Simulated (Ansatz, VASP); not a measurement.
TiO2 in VASP and in Ansatz

```
Ti O
1.0
     5.15700    0.00000    0.00000
     0.00000    9.19100    0.00000
     0.00000    0.00000    5.46300
Ti O
8 16
Direct
  0.13888 0.12897 0.90542
  0.63888 0.37103 0.09458
  0.86112 0.62897 0.59458
  0.36112 0.87103 0.40542
  0.86112 0.87103 0.09458
  0.36112 0.62897 0.90542
  0.13888 0.37103 0.40542
  0.63888 0.12897 0.59458
  0.81612 0.00967 0.85097
  0.31612 0.49033 0.14903
  0.18388 0.50967 0.64903
  0.68388 0.99033 0.35097
  0.18388 0.99033 0.14903
  0.68388 0.50967 0.85097
  0.81612 0.49033 0.35097
  0.31612 0.00967 0.64903
  0.46428 0.22993 0.89150
  0.96428 0.27007 0.10850
  0.53572 0.72993 0.60850
  0.03572 0.77007 0.39150
  0.53572 0.77007 0.10850
  0.03572 0.72993 0.89150
  0.46428 0.27007 0.39150
  0.96428 0.22993 0.60850
```

Alike in both runs: task electric field gradients; functional LDA; k mesh 4 × 3 × 4; occupations fermi-dirac, width 0.02 eV; no spin polarisation.

```csv
,VASP,Ansatz
version,VASP 6.6.1,Ansatz 0.2.0
potentials or method,"VASP PAW LDA potentials, release 64 (Ti_sv, O)","plane-wave PAW, scalar-relativistic"
plane-wave cutoff (eV),520,420
valence electrons in the cell,192,192
```

Ansatz gave:

```
gap on the k mesh at the Fermi level (eV)                     : 2.27
pressure (GPa)                                                : -9.0
traceless stress, the component that is largest in VASP (GPa) : -0.70
rms of the force components (eV/Å)                            : 0.084
size of Vzz on the site where it differs most (V/Å²)          : 18.1
```

What did VASP give for the same quantities?

gap on the k mesh at the Fermi level (eV): 2.25; pressure (GPa): -8.0; traceless stress, the component that is largest in VASP (GPa): -0.69; rms of the force components (eV/Å): 0.072; size of Vzz on the site where it differs most (V/Å²): 15.7.

Ansatz warns that its potentials were made for another functional, while VASP's fit it. LDA's correlation is that of Perdew and Zunger in VASP and of Perdew and Wang (1992) in Ansatz. Atom by atom the forces differ by 0.032 eV/Å (rms over components).
